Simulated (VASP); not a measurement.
# AlNi3 (Fm-3m) in VASP: phonons with r2SCAN

Aim: the phonons of AlNi3 with r2SCAN.

Everything below comes from runs of VASP 6.6.1. Logs are shortened: lines on timing, memory, paths and dates and some standing lists are left out, and cuts for length are marked.

## 1. The cell of the first run

The structure is cubic, space group Fm-3m (No. 225). Conventional cell: a = 5.604 Å, b = 5.604 Å, c = 5.604 Å, α = 90.00°, β = 90.00°, γ = 90.00°. Within 3.2 Å of Al (site symmetry m-3m) lie 14 Ni at 2.43 to 2.80 Å. Within 3.2 Å of Ni (site symmetry -43m) lie 4 Al at 2.43 Å and 10 Ni at 2.43 to 2.80 Å. Within 3.2 Å of Ni (site symmetry m-3m) lie 8 Ni at 2.43 Å and 6 Al at 2.80 Å.

## 2. Phonons, r2SCAN

The input, INCAR:

```
ALGO     = Normal         # electronic algorithm
EDIFF    = 1E-8           # SCF threshold, eV
ENCUT    = 520            # plane-wave cutoff, eV
IBRION   = 6              # ionic algorithm
ISIF     = 2              # what is computed and relaxed
ISMEAR   = 0              # smearing method
KPAR     = 4            
LASPH    = True           # aspherical terms in the spheres
LCHARG   = False          # write CHGCAR
LMIXTAU  = True         
LREAL    = False          # projectors in reciprocal space
LWAVE    = False          # write WAVECAR
METAGGA  = R2SCAN         # meta-GGA
NELM     = 60             # most SCF steps
NFREE    = 2            
NSW      = 1              # ionic steps
POTIM    = 0.015          # step
PREC     = Accurate       # precision mode
SIGMA    = 0.15           # smearing width, eV
```

The input, KPOINTS:

```
k-points
0
Gamma
  14 14 14
```

The input, POSCAR:

```
AlNi3
1.0
    0.0000000000      2.8018887551      2.8018887551
    2.8018887551      0.0000000000      2.8018887551
    2.8018887551      2.8018887551      0.0000000000
Al Ni
1 3
Direct
    0.5000000000      0.5000000000      0.5000000000
    0.2500000000      0.2500000000      0.2500000000
    0.0000000000      0.0000000000      0.0000000000
    0.7500000000      0.7500000000      0.7500000000
```

Potentials or basis: VASP PAW PBE potentials, release 64 (Al, Ni).

Command:

```bash
$ cat potpaw_PBE.64/Al/POTCAR potpaw_PBE.64/Ni/POTCAR > POTCAR
$ mpirun -np 4 vasp_std > vasp.out
```

OUTCAR:

```text
EDIFF = 1E-8
   ENCUT = 520
   IBRION = 6
   ISIF = 2
   ISMEAR = 0
   LASPH = True
   LREAL = False
   METAGGA = R2SCAN
   NELM = 60
   NFREE = 2
   NSW = 1
   POTIM = 0.015
   PREC = Accurate

 ion  position               nearest neighbor table
   1  0.500  0.500  0.500-   2 2.43   4 2.43   2 2.43   2 2.43   4 2.43   2 2.43   4 2.43   4 2.43
                             3 2.80   3 2.80   3 2.80   3 2.80   3 2.80   3 2.80
   2  0.250  0.250  0.250-   3 2.43   1 2.43   3 2.43   1 2.43   3 2.43   3 2.43   1 2.43   1 2.43
                             4 2.80   4 2.80   4 2.80   4 2.80   4 2.80   4 2.80
   3  0.000  0.000  0.000-   4 2.43   2 2.43   4 2.43   2 2.43   4 2.43   4 2.43   2 2.43   2 2.43
                             1 2.80   1 2.80   1 2.80   1 2.80   1 2.80   1 2.80
   4  0.750  0.750  0.750-   1 2.43   3 2.43   1 2.43   1 2.43   3 2.43   1 2.43   3 2.43   3 2.43
                             2 2.80   2 2.80   2 2.80   2 2.80   2 2.80   2 2.80

  LATTYP: Found a face centered cubic cell.
 ALAT       =     5.6037775102

  Lattice vectors:

 A1 = (   0.0000000000,   2.8018887551,   2.8018887551)
 A2 = (   2.8018887551,   0.0000000000,   2.8018887551)
 A3 = (   2.8018887551,   2.8018887551,   0.0000000000)

Analysis of symmetry for initial positions (statically):
=====================================================================
 Subroutine PRICEL returns:
 Original cell was already a primitive cell.

 Routine SETGRP: Setting up the symmetry group for a
 face centered cubic supercell.

 Subroutine GETGRP returns: Found 48 space group operations
 (whereof 48 operations were pure point group operations)
 out of a pool of 48 trial point group operations.

The static configuration has the point symmetry O_h .

Analysis of symmetry for dynamics (positions and initial velocities):
=====================================================================
 Subroutine PRICEL returns:
 Original cell was already a primitive cell.

 Routine SETGRP: Setting up the symmetry group for a
 face centered cubic supercell.

 Subroutine GETGRP returns: Found 48 space group operations
 (whereof 48 operations were pure point group operations)
 out of a pool of 48 trial point group operations.

The dynamic configuration has the point symmetry O_h .

 Subroutine INISYM returns: Found 48 space group operations
 (whereof 48 operations are pure point group operations),
 and found     1 'primitive' translations

----------------------------------------------------------------------------------------

                                     Primitive cell

  volume of cell :      43.9929

  direct lattice vectors                    reciprocal lattice vectors
     0.000000000  2.801888755  2.801888755    -0.178451053  0.178451053  0.178451053
     2.801888755  0.000000000  2.801888755     0.178451053 -0.178451053  0.178451053
     2.801888755  2.801888755  0.000000000     0.178451053  0.178451053 -0.178451053

  length of vectors
     3.962469078  3.962469078  3.962469078     0.309086291  0.309086291  0.309086291

  position of ions in fractional coordinates (direct lattice)
     0.500000000  0.500000000  0.500000000
     0.250000000  0.250000000  0.250000000
     0.000000000  0.000000000  0.000000000
     0.750000000  0.750000000  0.750000000

  ion indices of the primitive-cell ions
   primitive index   ion index
                 1           1
                 2           2
                 3           3
                 4           4

----------------------------------------------------------------------------------------

 KPOINTS: k-points

Automatic generation of k-mesh.
 Grid dimensions read from file:
 generate k-points for:   14   14   14

 Generating k-lattice:

  Cartesian coordinates                     Fractional coordinates (reciprocal lattice)
    -0.012746504  0.012746504  0.012746504     0.071428571  0.000000000  0.000000000
     0.012746504 -0.012746504  0.012746504     0.000000000  0.071428571  0.000000000
     0.012746504  0.012746504 -0.012746504     0.000000000  0.000000000  0.071428571

  Length of vectors
     0.022077592  0.022077592  0.022077592

  Shift w.r.t. Gamma in fractional coordinates (k-lattice)
     0.000000000  0.000000000  0.000000000

 Subroutine IBZKPT returns following result:
 ===========================================

 Found    104 irreducible k-points:

 Following reciprocal coordinates:
            Coordinates               Weight
  0.000000  0.000000  0.000000      1.000000
  0.071429  0.000000  0.000000      8.000000
  0.142857  0.000000  0.000000      8.000000
  0.214286  0.000000  0.000000      8.000000
  0.285714  0.000000  0.000000      8.000000
  0.357143  0.000000  0.000000      8.000000
[... 16 lines left out ...]
  0.214286  0.142857  0.000000     24.000000
  0.285714  0.142857  0.000000     24.000000
 [... further k-points ...]
   k-points           NKPTS =    104   k-points in BZ     NKDIM =    104   number of bands    NBANDS=     20
   number of dos      NEDOS =    301   number of ions     NIONS =      4
   total plane-waves  NPLWV =  27000
   dimension x,y,z NGX =    30 NGY =   30 NGZ =   30
   dimension x,y,z NGXF=    60 NGYF=   60 NGZF=   60
   ions per type =               1   3
   NGX,Y,Z   is equivalent  to a cutoff of  12.59, 12.59, 12.59 a.u.
   NGXF,Y,Z  is equivalent  to a cutoff of  25.17, 25.17, 25.17 a.u.
 SYSTEM =  unknown system
   PREC   = accura    normal or accurate (medium, high low for compatibility)
   ISTART =      0    job   : 0-new  1-cont  2-samecut
   ICHARG =      2    charge: 1-file 2-atom 10-const
   ISPIN  =      1    spin polarized calculation?
   LNONCOLLINEAR =      F non collinear calculations
   LSORBIT =      F    spin-orbit coupling
   LASPH  =      T    aspherical Exc in radial PAW
   ENCUT  =  520.0 eV  38.22 Ry    6.18 a.u.   7.37  7.37  7.37*2*pi/ulx,y,z
   NELM   =     60;   NELMIN=  2; NELMDL= -5     # of ELM steps
   EDIFF  = 0.1E-07   stopping-criterion for ELM
   LREAL  =      F    real-space projection
   EDIFFG = 0.1E-06   stopping-criterion for IOM
   NSW    =     85    number of steps for IOM
   IBRION =      6    ionic relax: 0-MD 1-quasi-New 2-CG
   NFREE  =      2    steps in history (QN), initial steepest desc. (CG)
   ISIF   =      2    stress and relaxation
   ISYM   =      2    0-nonsym 1-usesym 2-fastsym
   POTIM  = 0.0150    time-step for ionic-motion
   TEBEG  =    0.0;   TEEND  =   0.0 temperature during run
   PSTRESS=    0.0 pullay stress
   NELECT =      33.0000    total number of electrons
   NUPDOWN=      -1.0000    fix difference up-down
   EMIN   =  10.00;   EMAX   =-10.00  energy-range for DOS
   EFERMI =   0.00;   METHOD = LEGACY
   ISMEAR =     0;   SIGMA  =   0.15  broadening in eV -4-tet -1-fermi 0-gaus
   EFERMI_NEDOS =   21; number of points for ismear=-14 and -15
   IALGO  =     38    algorithm
   IMIX   =      4    mixing-type and parameters
     AMIX     =   0.40;   BMIX     =  1.00
     AMIX_MAG =   1.60;   BMIX_MAG =  1.00
  volume/ion in A,a.u.               =      11.00        74.22
  Fermi-wavevector in a.u.,A,eV,Ry     =   1.487483  2.810935 30.104316  2.212605
  Thomas-Fermi vector in A             =   2.600638
   LORBIT       =      0    0 simple, 1 ext, 2 COOP (PROOUT), +10 PAW based schemes
   METAGGA = R2SCAN    functional components
   LHFCALC =     F    Hartree Fock is set to
   AEXX    =    0.0000 exact exchange contribution
   IVDW    =     0    specifies the selected vdW correction
   LEPSILON=     F    determine dielectric tensor
   LRPA    =     F    only Hartree local field effects (RPA)
 finite differences with symmetry
 non-spin polarized calculation
 Gauss-broadening in eV      SIGMA  =   0.15
  energy-cutoff  :      520.00
  volume of cell :       43.99
 maximum number of plane-waves:      1243
 NGX is ok and might be reduce to    30
   NGX = 15   NGY = 15   NGZ = 15

--------------------------------------- Ionic step        1  -------------------------------------------

 number of electron      33.0000016 magnetization

 Free energy of the ion-electron system (eV)
  ---------------------------------------------------
  ext. energy  EPLUGINS =         0.00000000
  ---------------------------------------------------
  free energy    TOTEN  =       -44.05421770 eV

  energy without entropy =      -44.02446056  energy(sigma->0) =      -44.03933913

------------------------ aborting loop because EDIFF is reached ----------------------------------------

  FORCE on cell =-STRESS in cart. coord.  units (eV):
  Direction    XX          YY          ZZ          XY          YZ          ZX
  --------------------------------------------------------------------------------------
  -------------------------------------------------------------------------------------
  Total        0.0440198      0.0440198      0.0440198     -0.0000000     -0.0000000      0.0000000
  in kB        1.6031581      1.6031581      1.6031581     -0.0000000     -0.0000000      0.0000000
  external PRESSURE =       1.6031581 kB  Pullay stress =       0.0000000 kB
[... 215 lines left out ...]
--------------------------------------- Ionic step        7  -------------------------------------------

 number of electron      33.0000016 magnetization

 Free energy of the ion-electron system (eV)
  ---------------------------------------------------
  ext. energy  EPLUGINS =         0.00000000
  ---------------------------------------------------
  free energy    TOTEN  =       -44.05316891 eV

  energy without entropy =      -44.02339926  energy(sigma->0) =      -44.03828408

 E-fermi :   9.7684     XC(G=0): -13.8800

 val. band max:        9.7544859677   @ k =   0.0714  -0.4286   0.5000
 cond. band min:       9.7714652249   @ k =  -0.3571   0.5000   0.1429
 fundamental gap:      0.0169792572
 Fermi energy:         9.7684499628

 k-point     1 :       0.0000    0.0000    0.0000
  band No.  band energies     occupation
      1      -0.8936      2.00000
      2       6.0145      2.00000
      3       6.0156      2.00000
      4       6.1338      2.00000
      5       6.1339      2.00000
      6       6.1355      2.00000
[... 541 lines left out ...]
     19      13.6796      0.00000
     20      14.9590      0.00000

 [... further k-points ...]

------------------------ aborting loop because EDIFF is reached ----------------------------------------

  FORCE on cell =-STRESS in cart. coord.  units (eV):
  Direction    XX          YY          ZZ          XY          YZ          ZX
  --------------------------------------------------------------------------------------
  -------------------------------------------------------------------------------------
  Total        0.0470498      0.0483732      0.0483732      0.0000000     -0.0000000      0.0000000
  in kB        1.7135063      1.7617034      1.7617034      0.0000000     -0.0000000      0.0000000
  external PRESSURE =       1.7456377 kB  Pullay stress =       0.0000000 kB
[... 19 lines left out ...]
  FREE ENERGIE OF THE ION-ELECTRON SYSTEM (eV)
  ---------------------------------------------------
  free  energy   TOTEN  =       -44.0531689067 eV

  energy  without entropy=      -44.0233992559  energy(sigma->0) =      -44.03828408

 INTERNAL STRAIN TENSORS FROM DISPLACED ATOMS
 ============================================

 INTERNAL STRAIN TENSOR FOR ION    1 for displacements in x,y,z  (eV/Angst):
          X           Y           Z          XY          YZ          ZX
  --------------------------------------------------------------------------------
  x     0.00000     0.00000     0.00000     0.00000     0.00000     0.00000
  y     0.00000     0.00000     0.00000     0.00000     0.00000     0.00000
  z     0.00000     0.00000     0.00000     0.00000     0.00000     0.00000

 INTERNAL STRAIN TENSOR FOR ION    4 for displacements in x,y,z  (eV/Angst):
          X           Y           Z          XY          YZ          ZX
  --------------------------------------------------------------------------------
  x    -0.00000    -0.00000    -0.00000     0.00000     1.11739     0.00000
  y    -0.00000    -0.00000    -0.00000     0.00000     0.00000     1.11739
  z    -0.00000    -0.00000    -0.00000     1.11739     0.00000     0.00000

 Eigenvectors and eigenvalues of the dynamical matrix
 ----------------------------------------------------

   1 f  =   10.135329 THz    63.682152 2PiTHz  338.078195 cm-1    41.916335 meV
             X         Y         Z           dx          dy          dz
      2.801889  2.801889  2.801889     0.053719    0.894125    0.000000
      1.400944  1.400944  1.400944    -0.018828   -0.313384   -0.000000
      0.000000  0.000000  0.000000     0.001375    0.022894    0.000000
      4.202833  4.202833  4.202833    -0.018828   -0.313384   -0.000000
[... 71 lines left out ...]
  12 f/i=    0.014531 THz     0.091300 2PiTHz    0.484697 cm-1     0.060095 meV
             X         Y         Z           dx          dy          dz
      2.801889  2.801889  2.801889     0.180897   -0.222340   -0.222981
      1.400944  1.400944  1.400944     0.267856   -0.329223   -0.330171
      0.000000  0.000000  0.000000     0.268170   -0.329608   -0.330558
      4.202833  4.202833  4.202833     0.267856   -0.329223   -0.330171

 ELASTIC MODULI CONTR FROM IONIC RELAXATION (kBar)
 Direction    XX          YY          ZZ          XY          YZ          ZX
 --------------------------------------------------------------------------------
 XX          -0.0000     -0.0000     -0.0000      0.0000      0.0000      0.0000
 YY          -0.0000     -0.0000     -0.0000      0.0000      0.0000      0.0000
 ZZ          -0.0000     -0.0000     -0.0000      0.0000      0.0000      0.0000
 XY           0.0000      0.0000      0.0000    -11.0180     -0.0000     -0.0000
 YZ           0.0000      0.0000      0.0000     -0.0000    -11.0180     -0.0000
 ZX           0.0000      0.0000      0.0000     -0.0000     -0.0000    -11.0180
 --------------------------------------------------------------------------------
```

It took 18 min on 4 MPI ranks of Intel Xeon Platinum 8488C (Sapphire Rapids), shared host; peak memory 0.64 GiB.

What came out:

* Highest phonon frequency at Γ: 338 cm⁻¹

Phonon frequencies in cm⁻¹ (negative: imaginary):
```csv
q point,frequencies
"(0.000, 0.000, 0.000)",0 0 0 196 196 196 246 246 246 338 338 338
```

Caveat: the PAW data sets were made with another functional, which shifts forces and pressure a little. Spin polarisation is off, so any magnetic state and its effect on volume and gap are missing.
